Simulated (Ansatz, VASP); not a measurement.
# Two plane-wave programs on KZr2

```
CELL_PARAMETERS angstrom
0.00000 3.57912 3.57912
3.57912 0.00000 3.57912
3.57912 3.57912 0.00000
ATOMIC_POSITIONS crystal
K 0.00000 0.00000 0.00000
Zr 0.25000 0.25000 0.25000
Zr 0.75000 0.75000 0.75000
```

Alike in both runs: functional revPBE; k mesh 7 × 7 × 7; occupations fermi-dirac, width 0.05 eV; no spin polarisation.

|  | VASP | Ansatz |
| --- | --- | --- |
| version | VASP 6.6.1 | Ansatz 0.2.0 |
| potentials or method | VASP PAW PBE potentials, release 64 (K_sv, Zr_sv) | Ansatz PAW |
| plane-wave cutoff (eV) | 520 | 420 |
| valence electrons in the cell | 33 | 33 |
| task | single point | band structure |

|  | VASP | Ansatz | Ansatz less VASP |
| --- | --- | --- | --- |
| gap on the k mesh at the Fermi level (eV) | none | none | - |
| pressure (GPa) | 1.2 | 1.1 | -0.07 |

VASP's potentials were made for PBE, not for revPBE. A gap of «none» marks a metal or a gap that the smearing closes.
